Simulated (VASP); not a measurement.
A run of VASP 6.6.1 is set up as follows.

INCAR

```
SYSTEM = Li
  PREC = Accurate
  ENCUT = 520
  EDIFF = 1E-6
  ISMEAR = 0
  SIGMA = 0.1
  LREAL = .False.
  LASPH = .True.
  NELM = 80
  ALGO = Normal
  ISIF = 2
  LWAVE = .False.
  LCHARG = .False.
  GGA = PE
  NBANDS = 26
```

File KPOINTS:

```
Automatic mesh
0
Gamma
  2 6 2
  0 0 0
```

The input POSCAR:

```
Li
1.0
    7.4808069730      0.0000000000      0.0240020825
    0.0000000000      3.5892769533      0.0000000000
   -0.0235315011      0.0000000000      7.4887171067
Li
10
Direct
    0.7982498160      0.5510476828      0.8985030010
    0.6013944778      0.5511875905      0.2984189767
    0.2017501840      0.5510476828      0.1014969990
    0.3986055222      0.5511875905      0.7015810233
    0.0000000000      0.5499660154      0.5000000000
    0.5000000000      0.0516014060      0.0000000000
    0.9012379841      0.0504590236      0.1982837645
    0.6983457732      0.0507190425      0.5986723233
    0.3016542268      0.0507190425      0.4013276767
    0.0987620159      0.0504590236      0.8017162355
```

Potentials or basis: VASP PAW PBE potentials, release 64 (Li_sv).

The run is started by

```bash
$ cat potpaw_PBE.64/Li_sv/POTCAR > POTCAR
$ mpirun -np 1 vasp_std > vasp.out
```

**Question.** Estimate the band gap on the k mesh.

**Answer.** Zero (bands 15 and 16 overlap by 1.99 eV).

**Question.** Predict the largest force.

**Answer.** 0.008 eV/Å.

Forces on the atoms (eV/Å):
```
Li   0.007 -0.002  0.004
Li  -0.004 -0.002  0.005
Li  -0.007 -0.002 -0.004
Li   0.004 -0.002 -0.005
Li   0.000  0.003  0.000
Li   0.000 -0.002  0.000
Li  -0.003  0.002  0.006
Li   0.006  0.001  0.003
Li  -0.006  0.001 -0.003
Li   0.003  0.002 -0.006
```

Caveat: the k points lie up to 0.42 Å⁻¹ apart, too coarse for converged energies and pressures of a metal.
